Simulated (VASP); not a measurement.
Runs of VASP 6.6.1 on LiTlSe2. The structure is tetragonal, space group P-4m2 (No. 115). The conventional cell has a = 4.264 Å, b = 4.264 Å, c = 5.980 Å, α = 90.00°, β = 90.00°, γ = 90.00°. Within 3.3 Å of Li (site symmetry -4m2) lie 4 Se at 2.53 Å. Within 3.3 Å of Se (site symmetry 2mm) lie 2 Li at 2.53 Å and 2 Tl at 2.68 Å. Within 3.5 Å of Tl (site symmetry -4m2) lie 4 Se at 2.68 Å. 

| level | potentials or basis | k mesh | grid for exact exchange (PRECFOCK) | share of exact exchange | screening parameter | gap on the mesh (eV) | largest force (eV/Å) |
| --- | --- | --- | --- | --- | --- | --- | --- |
| LDA | VASP PAW LDA potentials, release 64 (Li_sv, Se, Tl_d) | 4 × 4 × 2 | - | - | - | 0.29 | 0.02 |
| PBE | VASP PAW PBE potentials, release 64 (Li_sv, Se, Tl_d) | 4 × 4 × 2 | - | - | - | 0.43 | 0.21 |
| PBE | VASP PAW PBE potentials, release 64 (Li_sv, Se, Tl_d) | 4 × 4 × 4 | - | - | - | 0.43 | 0.21 |
| HSE06 | VASP PAW PBE potentials, release 64 (Li_sv, Se, Tl_d) | 4 × 4 × 2 | Normal | 0.25 | 0.2079 1/Å | 1.17 | 0.12 |
| r2SCAN | VASP PAW PBE potentials, release 64 (Li_sv, Se, Tl_d) | 4 × 4 × 2 | - | - | - | (a) | 0.02 |

Alike in all rows: task single point; no spin polarisation; cell as given; cutoff (eV) 520; smearing gaussian 0.01 eV.

Question: Estimate the missing entries.

Answer: (a) 0.71.

Caveats: some runs use coarse meshes; spin-orbit coupling is left out, which moves the levels of the heavy elements; the PAW data sets were made with another functional, which shifts forces and pressure a little (at least some runs).

A k mesh can miss the band edges, and the runs leave out spin-orbit coupling on Se, Tl.
